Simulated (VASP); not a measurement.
# TiN (TiN (100), 2 layers) in VASP: density of states with PBE

Aim: the density of states of TiN (TiN (100), 2 layers) with PBE.

All numbers are computed with VASP 6.6.1; they aren't measurements. Logs are shortened: lines on timing, memory, paths and dates and some standing lists are left out, and cuts for length are marked.

### 1 The cell of the first run

The cell holds a slab with vacuum, 4 atoms: a = 3.003 Å, b = 3.003 Å, c = 18.124 Å, α = 90.00°, β = 90.00°, γ = 90.00°.

### 2 Density of states, PBE

Input file POSCAR:

```
TiN
1.0
    3.0032769429      0.0000000000      0.0000000000
    0.0000000000      3.0032769429      0.0000000000
    0.0000000000      0.0000000000     18.1236000000
Ti N
2 2
Direct
    0.0000000000      0.0000000000      0.4414123714
    0.5000000000      0.5000000000      0.5585876286
    0.5000000000      0.5000000000      0.4414123714
    0.0000000000      0.0000000000      0.5585876286
```

Input file INCAR.step1:

```
PREC = Accurate
ENCUT = 520
EDIFF = 1E-6
ISMEAR = -1
SIGMA = 0.08
LREAL = False
LASPH = True
NELM = 60
ALGO = Normal
ISIF = 2
LWAVE = False
LCHARG = True
LMAXMIX = 4
LDIPOL = True
IDIPOL = 3
DIPOL = 0.5 0.5 0.500
GGA = PE
NBANDS = 25
```

Input file KPOINTS.step1:

```
regular mesh
0
Gamma
  12 12 1
```

Input file INCAR.step2:

```
PREC = Accurate
ENCUT = 520
EDIFF = 1E-6
ISMEAR = -5
SIGMA = 0.08
LREAL = False
LASPH = True
NELM = 60
ALGO = Normal
ISIF = 2
LWAVE = False
LCHARG = False
LMAXMIX = 4
LDIPOL = True
IDIPOL = 3
DIPOL = 0.5 0.5 0.500
GGA = PE
LORBIT = 11
NEDOS = 2001
ICHARG = 11
```

Input file KPOINTS.step2:

```
regular mesh
0
Gamma
  18 18 1
```

Potentials or basis: VASP PAW PBE potentials, release 64 (Ti_sv, N).

Started as:

```console
$ cat potpaw_PBE.64/Ti_sv/POTCAR potpaw_PBE.64/N/POTCAR > POTCAR
$ cp INCAR.step1 INCAR
$ cp KPOINTS.step1 KPOINTS
$ mpirun -np 1 vasp_std > vasp.out
$ cp INCAR.step2 INCAR
$ cp KPOINTS.step2 KPOINTS
$ mpirun -np 1 vasp_std > vasp.out
```

OUTCAR:

```text
PREC = Accurate
   ENCUT = 520
   EDIFF = 1E-6
   ISMEAR = -5
   LREAL = False
   LASPH = True
   NELM = 60
   ISIF = 2
   GGA = PE
   LORBIT = 11
   ICHARG = 11

 ion  position               nearest neighbor table
   1  0.000  0.000  0.441-   4 2.12   3 2.12   3 2.12   3 2.12   3 2.12
   2  0.500  0.500  0.559-   3 2.12   4 2.12   4 2.12   4 2.12   4 2.12
   3  0.500  0.500  0.441-   2 2.12   1 2.12   1 2.12   1 2.12   1 2.12
   4  0.000  0.000  0.559-   1 2.12   2 2.12   2 2.12   2 2.12   2 2.12

  LATTYP: Found a simple tetragonal cell.
 ALAT       =     3.0032769429
 C/A-ratio  =     6.0346083110

  Lattice vectors:

 A1 = (   3.0032769429,   0.0000000000,   0.0000000000)
 A2 = (   0.0000000000,   3.0032769429,   0.0000000000)
 A3 = (   0.0000000000,   0.0000000000,  18.1236000000)

Analysis of symmetry for initial positions (statically):
=====================================================================
 Subroutine PRICEL returns:
 Original cell was already a primitive cell.

 Routine SETGRP: Setting up the symmetry group for a
 simple tetragonal supercell.

 Subroutine GETGRP returns: Found 16 space group operations
 (whereof  8 operations were pure point group operations)
 out of a pool of 16 trial point group operations.

The static configuration has the point symmetry C_4v.
 The point group associated with its full space group is D_4h.

Analysis of symmetry for dynamics (positions and initial velocities):
=====================================================================
 Subroutine PRICEL returns:
 Original cell was already a primitive cell.

 Routine SETGRP: Setting up the symmetry group for a
 simple tetragonal supercell.

 Subroutine GETGRP returns: Found 16 space group operations
 (whereof  8 operations were pure point group operations)
 out of a pool of 16 trial point group operations.

The dynamic configuration has the point symmetry C_4v.
 The point group associated with its full space group is D_4h.

 Subroutine INISYM returns: Found 16 space group operations
 (whereof  8 operations are pure point group operations),
 and found     1 'primitive' translations

----------------------------------------------------------------------------------------

                                     Primitive cell

  volume of cell :     163.4689

  direct lattice vectors                    reciprocal lattice vectors
     3.003276943  0.000000000  0.000000000     0.332969626  0.000000000  0.000000000
     0.000000000  3.003276943  0.000000000     0.000000000  0.332969626  0.000000000
     0.000000000  0.000000000 18.123600000     0.000000000  0.000000000  0.055176676

  length of vectors
     3.003276943  3.003276943 18.123600000     0.332969626  0.332969626  0.055176676

  position of ions in fractional coordinates (direct lattice)
     0.000000000  0.000000000  0.441412371
     0.500000000  0.500000000  0.558587629
     0.500000000  0.500000000  0.441412371
     0.000000000  0.000000000  0.558587629

  ion indices of the primitive-cell ions
   primitive index   ion index
                 1           1
                 2           2
                 3           3
                 4           4

----------------------------------------------------------------------------------------

 KPOINTS: regular mesh

Automatic generation of k-mesh.
 Grid dimensions read from file:
 generate k-points for:   18   18    1

 Generating k-lattice:

  Cartesian coordinates                     Fractional coordinates (reciprocal lattice)
     0.018498313  0.000000000  0.000000000     0.055555556  0.000000000  0.000000000
     0.000000000  0.018498313  0.000000000     0.000000000  0.055555556  0.000000000
     0.000000000  0.000000000  0.055176676     0.000000000  0.000000000  1.000000000

  Length of vectors
     0.018498313  0.018498313  0.055176676

  Shift w.r.t. Gamma in fractional coordinates (k-lattice)
     0.000000000  0.000000000  0.000000000

 TETIRR: Found    495 inequivalent tetrahedra from     1944

 Subroutine IBZKPT returns following result:
 ===========================================

 Found     55 irreducible k-points:

 Following reciprocal coordinates:
            Coordinates               Weight
  0.000000  0.000000  0.000000      1.000000
  0.055556  0.000000  0.000000      4.000000
  0.111111  0.000000  0.000000      4.000000
  0.166667  0.000000  0.000000      4.000000
  0.222222  0.000000  0.000000      4.000000
  0.277778  0.000000  0.000000      4.000000
[... 16 lines left out ...]
  0.277778  0.111111  0.000000      8.000000
  0.333333  0.111111  0.000000      8.000000
 [... further k-points ...]
   k-points           NKPTS =     55   k-points in BZ     NKDIM =     55   number of bands    NBANDS=     21
   number of dos      NEDOS =   2001   number of ions     NIONS =      4
   total plane-waves  NPLWV =  80640
   dimension x,y,z NGX =    24 NGY =   24 NGZ =  140
   dimension x,y,z NGXF=    48 NGYF=   48 NGZF=  280
   ions per type =               2   2
   NGX,Y,Z   is equivalent  to a cutoff of  13.29, 13.29, 12.84 a.u.
   NGXF,Y,Z  is equivalent  to a cutoff of  26.57, 26.57, 25.68 a.u.
 SYSTEM =  unknown system
   PREC   = accura    normal or accurate (medium, high low for compatibility)
   ISTART =      0    job   : 0-new  1-cont  2-samecut
   ICHARG =     11    charge: 1-file 2-atom 10-const
   ISPIN  =      1    spin polarized calculation?
   LNONCOLLINEAR =      F non collinear calculations
   LSORBIT =      F    spin-orbit coupling
   LASPH  =      T    aspherical Exc in radial PAW
   ENCUT  =  520.0 eV  38.22 Ry    6.18 a.u.   5.58  5.58 33.70*2*pi/ulx,y,z
   NELM   =     60;   NELMIN=  2; NELMDL=  0     # of ELM steps
   EDIFF  = 0.1E-05   stopping-criterion for ELM
   LREAL  =      F    real-space projection
   EDIFFG = 0.1E-04   stopping-criterion for IOM
   NSW    =      0    number of steps for IOM
   IBRION =     -1    ionic relax: 0-MD 1-quasi-New 2-CG
   NFREE  =      0    steps in history (QN), initial steepest desc. (CG)
   ISIF   =      2    stress and relaxation
   ISYM   =      2    0-nonsym 1-usesym 2-fastsym
   POTIM  = 0.5000    time-step for ionic-motion
   TEBEG  =    0.0;   TEEND  =   0.0 temperature during run
   PSTRESS=    0.0 pullay stress
   NELECT =      34.0000    total number of electrons
   NUPDOWN=      -1.0000    fix difference up-down
   EMIN   =  10.00;   EMAX   =-10.00  energy-range for DOS
   EFERMI =   0.00;   METHOD = LEGACY
   ISMEAR =    -5;   SIGMA  =   0.08  broadening in eV -4-tet -1-fermi 0-gaus
   EFERMI_NEDOS =   21; number of points for ismear=-14 and -15
   IALGO  =     38    algorithm
   IMIX   =      4    mixing-type and parameters
     AMIX     =   0.40;   BMIX     =  1.00
     AMIX_MAG =   1.60;   BMIX_MAG =  1.00
  volume/ion in A,a.u.               =      40.87       275.79
  Fermi-wavevector in a.u.,A,eV,Ry     =   0.969965  1.832968 12.800798  0.940832
  Thomas-Fermi vector in A             =   2.100061
   LORBIT       =     11    0 simple, 1 ext, 2 COOP (PROOUT), +10 PAW based schemes
   GGA     = PE    functional components
   LHFCALC =     F    Hartree Fock is set to
   AEXX    =    0.0000 exact exchange contribution
   IVDW    =     0    specifies the selected vdW correction
   LEPSILON=     F    determine dielectric tensor
   LRPA    =     F    only Hartree local field effects (RPA)
 non-spin polarized calculation
 Fermi weights with tetrahedron method with Bloechl corrections
  energy-cutoff  :      520.00
  volume of cell :      163.47
 maximum number of plane-waves:      4436
 NGX is ok and might be reduce to    24

 number of electron      33.9999996 magnetization

 dipolmoment           0.000000      0.000000      0.000000 electrons x Angstroem

 Free energy of the ion-electron system (eV)
  ---------------------------------------------------
  ext. energy  EPLUGINS =         0.00000000
  ---------------------------------------------------
  free energy    TOTEN  =       -37.61678174 eV

  energy without entropy =      -37.61678174  energy(sigma->0) =      -37.61678174

 E-fermi :   0.4630     XC(G=0):  -4.1983

 val. band max:        0.4718091586   @ k =   0.5000   0.2222   0.0000
 cond. band min:       0.4718091596   @ k =   0.5000   0.2222   0.0000
 fundamental gap:      0.0000000010
 Fermi energy:         0.4629643803

 k-point     1 :       0.0000    0.0000    0.0000
  band No.  band energies     occupation
      1     -57.3145      2.00000
      2     -57.2531      2.00000
      3     -33.7647      2.00000
      4     -33.5044      2.00000
      5     -33.4263      2.00000
      6     -33.4263      2.00000
[... 13 lines left out ...]
     20       1.1521      0.00000
     21       1.1529      0.00000

 k-point     2 :       0.0556    0.0000    0.0000
  band No.  band energies     occupation
      1     -57.3131      2.00000
      2     -57.2526      2.00000
      3     -33.7632      2.00000
      4     -33.5123      2.00000
      5     -33.4287      2.00000
      6     -33.4243      2.00000
[... 13 lines left out ...]
     20       1.1277      0.00000
     21       1.1378      0.00000

 k-point     3 :       0.1111    0.0000    0.0000
  band No.  band energies     occupation
      1     -57.3091      2.00000
      2     -57.2513      2.00000
      3     -33.7591      2.00000
      4     -33.5364      2.00000
      5     -33.4346      2.00000
      6     -33.4183      2.00000
[... 13 lines left out ...]
     20       1.1111      0.00000
     21       1.1119      0.00000
[... 457 lines left out ...]
 k-point    23 :       0.2778    0.1111    0.0000
  band No.  band energies     occupation
      1     -57.2807      2.00000
      2     -57.2434      2.00000
      3     -33.7437      2.00000
      4     -33.6641      2.00000
      5     -33.4889      2.00000
      6     -33.4808      2.00000
[... 13 lines left out ...]
     20       1.7589      0.00000
     21       1.8372      0.00000

 k-point    24 :       0.3333    0.1111    0.0000
  band No.  band energies     occupation
      1     -57.2715      2.00000
      2     -57.2425      2.00000
      3     -33.7526      2.00000
      4     -33.7110      2.00000
      5     -33.5159      2.00000
      6     -33.4859      2.00000
[... 13 lines left out ...]
     20       2.0408      0.00000
     21       2.0776      0.00000

 [... further k-points ...]

------------------------ aborting loop because EDIFF is reached ----------------------------------------

 vacuum level on the upper side and lower side of the slab       (xc-potential included)        -0.210        -0.210

  FORCE on cell =-STRESS in cart. coord.  units (eV):
  Direction    XX          YY          ZZ          XY          YZ          ZX
  --------------------------------------------------------------------------------------
  -------------------------------------------------------------------------------------
  Total       -5.3270036     -5.3270036     -2.3165565      0.0000000      0.0000000     -0.0000000
  in kB      -52.2105586    -52.2105586    -22.7048297      0.0000000      0.0000000     -0.0000000
  external PRESSURE =     -42.3753156 kB  Pullay stress =       0.0000000 kB

 VOLUME and BASIS-vectors are now :
 -----------------------------------------------------------------------------
  energy-cutoff  :      520.00
  volume of cell :      163.47
      direct lattice vectors                 reciprocal lattice vectors
     3.003276943  0.000000000  0.000000000     0.332969626  0.000000000  0.000000000
     0.000000000  3.003276943  0.000000000     0.000000000  0.332969626  0.000000000
     0.000000000  0.000000000 18.123600000     0.000000000  0.000000000  0.055176676

 POSITION                                       TOTAL-FORCE (eV/Angst)
 -----------------------------------------------------------------------------------
      0.00000      0.00000      7.99998         0.000000     -0.000000      1.637556
      1.50164      1.50164     10.12362         0.000000     -0.000000     -1.637556
      1.50164      1.50164      7.99998         0.000000      0.000000     -0.329727
      0.00000      0.00000     10.12362         0.000000     -0.000000      0.329727
 -----------------------------------------------------------------------------------
    total drift:                                0.000000     -0.000000     -0.000000

  FREE ENERGIE OF THE ION-ELECTRON SYSTEM (eV)
  ---------------------------------------------------
  free  energy   TOTEN  =       -37.6167817368 eV

  energy  without entropy=      -37.6167817368  energy(sigma->0) =      -37.61678174

 vacuum level on the upper side and lower side of the slab         3.170         3.170

 total charge

# of ion       s       p       d       tot
------------------------------------------
    1        2.172   6.180   1.925  10.278
    2        2.172   6.180   1.925  10.278
    3        1.251   2.438   0.000   3.689
    4        1.251   2.438   0.000   3.689
--------------------------------------------------
tot          6.847  17.236   3.850  27.933
```

It took 3.3 min on 1 thread of AMD EPYC 9R14 (Zen 4), shared host; peak memory 0.32 GiB.

Results:

```yaml
Valence_electrons_inside_the_program's_atomic_spheres: Ti 10.28; N 3.69
```

Levels at points of the mesh, in eV from the Fermi level:
```tsv
k point	band 15	band 16	band 17	band 18	band 19	band 20
(0.00, 0.00, 0.00)	-2.17	-1.88	-1.88	-0.97	-0.35	0.69
(0.50, 0.00, 0.00)	-4.46	-4.46	1.05	1.05	1.39	1.39
(0.50, 0.50, 0.00)	-3.19	-3.19	-1.16	-1.16	1.38	1.38
```

Caveat: tetrahedron occupations give inexact forces and stress in metals.
